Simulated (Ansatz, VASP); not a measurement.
## Te: VASP beside Ansatz

File INCAR:

```
  ALGO = Normal
  EDIFF = 1E-6
  ENCUT = 520
  GGA = PE
  ISIF = 2
  ISMEAR = 0
  LASPH = True
  LCHARG = True
  LELF = True
  LREAL = False
  LVHAR = True
  LWAVE = False
  NBANDS = 16
  NELM = 80
  PREC = Accurate
  SIGMA = 0.01
```

The input KPOINTS:

```
k-points
0
Gamma
  8 8 6
```

Contents of POSCAR:

```
Te
1.0
    4.7130170000      0.0000000000      0.0000000000
   -2.3565090000      4.0815940000      0.0000000000
    0.0000000000      0.0000000000      5.3496200000
Te
3
Direct
    0.2254000000      0.0000000000      0.3333300000
    0.0000000000      0.2254000000      0.6666600000
    0.7746000000      0.7746000000      0.0000000000
```

Input for Ansatz:

```yaml
crystal:
  lattice:
    - [4.713017, 0.0, 0.0]
    - [-2.356509, 4.081594, 0.0]
    - [0.0, 0.0, 5.34962]
  atoms:
    - { symbol: Te, position: [0.2254, 0.0, 0.33333] }
    - { symbol: Te, position: [0.0, 0.2254, 0.66666] }
    - { symbol: Te, position: [0.7746, 0.7746, 0.0] }
  symmetry: { tolerance: 0.0003 }
kpoints:
  mp_grid: { grid: [8, 8, 6], shift: [0, 0, 0] }
magnetization:
  spin_polarized: false
scf:
  occupations: { method: gaussian, width: 0.01 }
hamiltonian:
  pseudopotentials: { kind: paw }
  xc: pbe
basis:
  ecutwfc: 420
  xc_grid: 2
output:
  forces: true
  stress: true
  eigenvalues: true
```

Alike in both runs: task single point; functional PBE; k mesh 8 × 8 × 6; occupations gaussian, width 0.01 eV; no spin polarisation.

|  | VASP | Ansatz |
| --- | --- | --- |
| version | VASP 6.6.1 | Ansatz 0.2.0 |
| potentials or method | VASP PAW PBE potentials, release 64 (Te), cutoff 520 eV | PAW plane waves |
| valence electrons in the cell | 18 | 48 |

```csv
,VASP,Ansatz,Ansatz less VASP
gap on the k mesh at the Fermi level (eV),0.82,0.82,+0.008
pressure (GPa),13.4,13.1,-0.27
"traceless stress, the component that is largest in VASP (GPa)",5.73,5.63,-0.106
rms of the force components (eV/Å),1.977,1.926,-0.0511
```

Atom by atom the forces differ by 0.051 eV/Å (rms over components). VASP's potentials hold 18 valence electrons a cell and Ansatz's 48, so a difference there can come from the potentials and not from the codes. Ansatz's warnings: structure snapped to symmetry.

Spin-orbit coupling is off throughout.
